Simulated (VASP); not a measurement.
# PrBe3Si in VASP: notebook, part 2 of 2

VASP 6.6.1. The steps go on from the part before.

### Step 3. Single point, PBE

This run uses another cell than the first one: it holds 10 atoms, not 5.

The input, INCAR:

```
  PREC = Accurate
  ENCUT = 600
  EDIFF = 1E-6
  ISMEAR = 0
  SIGMA = 0.2
  LREAL = F
  LASPH = T
  NELM = 200
  ALGO = Normal
  ISIF = 2
  LWAVE = F
  LCHARG = T
  GGA = PE
  LELF = T
  LVHAR = T
  NBANDS = 32
  GGA_COMPAT = F
  LMAXMIX = 6
```

The input, KPOINTS:

```
Automatic mesh
0
Gamma
  4 4 4
```

The input, POSCAR:

```
PrBe3Si
1.0
    0.0000000000      4.2957302625      4.2957302625
    4.2957302625      0.0000000000      4.2957302625
    4.2957302625      4.2957302625      0.0000000000
Pr Be Si
2 6 2
Direct
    0.7500000000      0.7500000000      0.7500000000
    0.2500000000      0.2500000000      0.2500000000
    0.2499777978      0.7500222022      0.7500222022
    0.7500222022      0.2499777978      0.2499777978
    0.7500222022      0.2499777978      0.7500222022
    0.2499777978      0.7500222022      0.2499777978
    0.7500222022      0.7500222022      0.2499777978
    0.2499777978      0.2499777978      0.7500222022
    0.0000000000      0.0000000000      0.0000000000
    0.5000000000      0.5000000000      0.5000000000
```

Potentials or basis: VASP PAW PBE potentials, release 64 (Pr_3, Be, Si), 4f in core.

Run with:

```sh
$ cat potpaw_PBE.64/Pr_3/POTCAR potpaw_PBE.64/Be/POTCAR potpaw_PBE.64/Si/POTCAR > POTCAR
$ mpirun -np 1 vasp_std > vasp.out
```

OUTCAR:

```text
PREC = Accurate
   ENCUT = 600
   EDIFF = 1E-6
   ISMEAR = 0
   LREAL = F
   LASPH = T
   NELM = 200
   ISIF = 2
   GGA = PE

 ion  position               nearest neighbor table
   1  0.750  0.750  0.750-   3 3.04   5 3.04   4 3.04   6 3.04   4 3.04   5 3.04   3 3.04   6 3.04
                             8 3.04   7 3.04   7 3.04   8 3.04
   2  0.250  0.250  0.250-   4 3.04   5 3.04   3 3.04   6 3.04   3 3.04   5 3.04   4 3.04   6 3.04
                             8 3.04   7 3.04   7 3.04   8 3.04
   3  0.250  0.750  0.750-   9 2.15  10 2.15   1 3.04   1 3.04   2 3.04   2 3.04
   4  0.750  0.250  0.250-   9 2.15  10 2.15   2 3.04   1 3.04   1 3.04   2 3.04
   5  0.750  0.250  0.750-   9 2.15  10 2.15   1 3.04   1 3.04   2 3.04   2 3.04
   6  0.250  0.750  0.250-   9 2.15  10 2.15   2 3.04   1 3.04   1 3.04   2 3.04
   7  0.750  0.750  0.250-   9 2.15  10 2.15   1 3.04   1 3.04   2 3.04   2 3.04
   8  0.250  0.250  0.750-   9 2.15  10 2.15   2 3.04   1 3.04   1 3.04   2 3.04
   9  0.000  0.000  0.000-   3 2.15   4 2.15   5 2.15   6 2.15   7 2.15   8 2.15
  10  0.500  0.500  0.500-   3 2.15   4 2.15   5 2.15   6 2.15   7 2.15   8 2.15

  LATTYP: Found a face centered cubic cell.
 ALAT       =     8.5914605250

  Lattice vectors:

[... 462 lines left out ...]
     31       8.5862      0.00000
     32       8.5862      0.00000

------------------------ aborting loop because EDIFF is reached ----------------------------------------

  FORCE on cell =-STRESS in cart. coord.  units (eV):
  Direction    XX          YY          ZZ          XY          YZ          ZX
  --------------------------------------------------------------------------------------
  -------------------------------------------------------------------------------------
  Total        0.0735802      0.0735802      0.0735802      0.0000000      0.0000000      0.0000000
  in kB        0.7435845      0.7435845      0.7435845      0.0000000      0.0000000      0.0000000
  external PRESSURE =       0.7435845 kB  Pullay stress =       0.0000000 kB

 VOLUME and BASIS-vectors are now :
 -----------------------------------------------------------------------------
  energy-cutoff  :      600.00
  volume of cell :      158.54
      direct lattice vectors                 reciprocal lattice vectors
     0.000000000  4.295730263  4.295730263    -0.116394645  0.116394645  0.116394645
     4.295730263  0.000000000  4.295730263     0.116394645 -0.116394645  0.116394645
     4.295730263  4.295730263  0.000000000     0.116394645  0.116394645 -0.116394645

 POSITION                                       TOTAL-FORCE (eV/Angst)
 -----------------------------------------------------------------------------------
      6.44360      6.44360      6.44360         0.000000     -0.000000     -0.000000
      2.14787      2.14787      2.14787         0.000000     -0.000000     -0.000000
      6.44379      4.29573      4.29573        -0.001398     -0.000000     -0.000000
      2.14767      4.29573      4.29573         0.001398     -0.000000     -0.000000
      4.29573      6.44379      4.29573         0.000000     -0.001398     -0.000000
      4.29573      2.14767      4.29573         0.000000      0.001398     -0.000000
      4.29573      4.29573      6.44379         0.000000     -0.000000     -0.001398
      4.29573      4.29573      2.14767         0.000000     -0.000000      0.001398
      0.00000      0.00000      0.00000         0.000000     -0.000000     -0.000000
      4.29573      4.29573      4.29573         0.000000     -0.000000     -0.000000
 -----------------------------------------------------------------------------------
    total drift:                               -0.000000     -0.000000     -0.000000

  FREE ENERGIE OF THE ION-ELECTRON SYSTEM (eV)
  ---------------------------------------------------
  free  energy   TOTEN  =       -39.0638293749 eV

  energy  without entropy=      -38.9843448598  energy(sigma->0) =      -39.02408712
```

Wall time 73 s (1 thread of Intel Xeon Platinum 8488C (Sapphire Rapids), shared host); peak memory 0.37 GiB.

What came out:

* Free energy: -39.0638 eV
* Pressure: 0.1 GPa
* Band gap on the k mesh: zero (bands 21 and 22 overlap by 0.22 eV)

Caveat: spin-orbit coupling is left out, which moves the levels of the heavy elements; the 4f electrons are frozen in the core, so they carry no moment and show no levels. Spin polarisation is off, so any magnetic state and its effect on volume and gap are missing.

### Step 4. Relaxation of cell and atoms, PBE

This run uses another cell than the first one, of 11.75 Å³/atom.

The input, INCAR:

```
PREC = Accurate
ENCUT = 600
EDIFF = 1E-7
ISMEAR = 0
SIGMA = 0.2
LREAL = False
LASPH = True
NELM = 200
ALGO = Normal
ISIF = 3
LWAVE = False
LCHARG = False
GGA = PE
IBRION = 2
NSW = 36
EDIFFG = -0.08
GGA_COMPAT = False
NELMIN = 4
LMAXMIX = 6
```

KPOINTS is that of step 3.

The input, POSCAR:

```
PrBe3Si
1.0
    2.7848422600     -2.8226578200      0.0000000000
    2.7848422600      2.8226578200      0.0000000000
    0.0000000000      0.0000000000      3.7365327800
Pr Be Si
1 3 1
Direct
    0.0000000000      0.0000000000      0.5000000000
    0.5000000000      0.0000000000      0.0000000000
    0.0000000000      0.5000000000      0.0000000000
    0.5000000000      0.5000000000      0.5000000000
    0.5000000000      0.5000000000      0.0000000000
```

Run with:

```sh
$ cat potpaw_PBE.64/Pr_3/POTCAR potpaw_PBE.64/Be/POTCAR potpaw_PBE.64/Si/POTCAR > POTCAR
$ mpirun -np 1 vasp_std > vasp.out
```

It took 2.9 min on 1 thread of Intel Xeon 6975P-C (Granite Rapids), shared host; peak memory 0.2 GiB.

Results (log left out):

| Property | Result |
| --- | --- |
| Free energy | -19.6906 eV |
| Relaxed volume | 16.13 Å³/atom |
| Relaxed cell | a = 4.373 Å, b = 4.373 Å, c = 4.304 Å, α = 90.00°, β = 90.00°, γ = 101.54° |
| Space group after relaxing (to 0.1 Å) | Cmmm (No. 65) |
| Energy gained by relaxing | 478.6 meV/atom |
| Ionic steps | 23 |
| Pressure after relaxing | 0.1 GPa |
| Band gap on the k mesh | zero (an odd number of electrons rules out a gap without spin polarisation) |

Stress tensor (GPa, compression positive):
```
 0.40  0.00  0.00
 0.00  0.19  0.00
 0.00  0.00 -0.28
```

The path:
```
step  energy change (eV)  largest force (eV/Å)  pressure (GPa)  volume (Å³)
   1              0.0000                0.0000           42.23        58.74
   2             -2.1366                0.0000           -5.38        89.12
   3             -2.2736                0.0000            0.76        80.30
   4             -2.2760                0.0000           -0.14        81.36
   5             -2.2756                0.0000            0.28        80.86
   6             -2.2781                0.0000            0.32        80.80
   7             -2.2878                0.0000            0.45        80.63
   8             -2.3075                0.0000            0.74        80.23
   9             -2.3040                0.0000            1.72        79.25
  10             -2.3168                0.0000            0.97        79.92
  11             -2.3172                0.0000            1.32        79.57
  12             -2.3188                0.0000            1.13        79.74
  13             -2.3197                0.0000            1.12        79.75
  14             -2.3222                0.0000            1.10        79.78
  15             -2.3262                0.0000            1.06        79.83
  16             -2.3286                0.0000            1.04        79.92
  17             -2.3345                0.0000            0.92        80.05
  18             -2.3500                0.0000            0.56        80.43
  19             -2.3709                0.0000           -0.11        81.19
  20             -2.3775                0.0000           -1.46        82.63
  21             -2.3800                0.0000           -1.03        82.16
  22             -2.3863                0.0000           -0.68        81.69
  23             -2.3929                0.0000            0.11        80.66
```

Final structure:
```
Pr Be Si
1.0
     2.76580   -3.38777    0.00000
     2.76580    3.38777    0.00000
     0.00000    0.00000    4.30443
Pr Be Si
1 3 1
Cartesian
  0.0000 0.0000 2.1522
  1.3829 -1.6939 0.0000
  1.3829 1.6939 0.0000
  2.7658 0.0000 2.1522
  2.7658 0.0000 0.0000
```

Levels at points of the mesh, in eV from the Fermi level:
| k point | band 7 | band 8 | band 9 | band 10 | band 11 | band 12 | band 13 | band 14 |
| --- | --- | --- | --- | --- | --- | --- | --- | --- |
| (0.00, 0.00, 0.00) | -3.72 | -3.27 | -2.14 | -1.90 | -0.40 | 1.81 | 1.86 | 2.67 |
| (0.50, 0.00, 0.00) | -3.93 | -3.87 | -1.04 | -0.40 | 0.56 | 1.45 | 1.52 | 1.58 |
| (0.50, 0.50, 0.00) | -4.11 | -3.11 | -2.94 | -0.94 | -0.49 | -0.24 | 2.33 | 2.73 |
| (0.00, 0.00, 0.50) | -3.76 | -3.75 | -0.94 | 0.11 | 0.29 | 0.45 | 1.12 | 1.90 |
| (0.50, 0.00, 0.50) | -4.82 | -3.08 | -2.86 | -1.66 | -0.85 | 0.74 | 2.88 | 3.36 |
| (0.50, 0.50, 0.50) | -5.26 | -4.62 | -1.81 | -1.21 | -0.32 | 3.25 | 3.52 | 3.71 |

Caveat: the k points lie up to 0.37 Å⁻¹ apart in the final cell, too coarse for converged energies and pressures of a metal; the volume moved by over 15 % at a fixed basis, so the end points are rough; spin-orbit coupling is left out, which moves the levels of the heavy elements; the 4f electrons are frozen in the core, so they carry no moment and show no levels.

### Step 5. Overview

| task | cell | gap on the mesh (eV) | pressure (GPa) | relaxed volume (Å³/atom) |
| --- | --- | --- | --- | --- |
| relaxation of cell and atoms | relaxed from a = 4.275 Å, 5 atoms, atomic positions A | none | 0.1 | 24.69 |
| single point | a = 6.075 Å, angles 60.0°, 10 atoms, atomic positions B | none | 0.1 | - |
| relaxation of cell and atoms | relaxed from a = 3.965, b = 3.965, c = 3.737 Å, angles 90.0, 90.0, 90.8°, 5 atoms, atomic positions C | none | 0.1 | 16.13 |

Alike in all rows: level PBE; potentials or basis VASP PAW PBE potentials, release 64 (Pr_3, Be, Si), 4f in core; no spin polarisation; k mesh 4 × 4 × 4; cutoff (eV) 600; smearing gaussian 0.2 eV.

Caveats: some runs use coarse meshes; spin-orbit coupling is left out, which moves the levels of the heavy elements; the 4f electrons are frozen in the core, so they carry no moment and show no levels; the volume moved by over 15 % at a fixed basis, so the end points are rough (at least some runs); the highest band is partly filled, so the run has too few bands (at least some runs).

Total energies depend on the potentials used, so only differences within one code and one set of settings carry meaning.
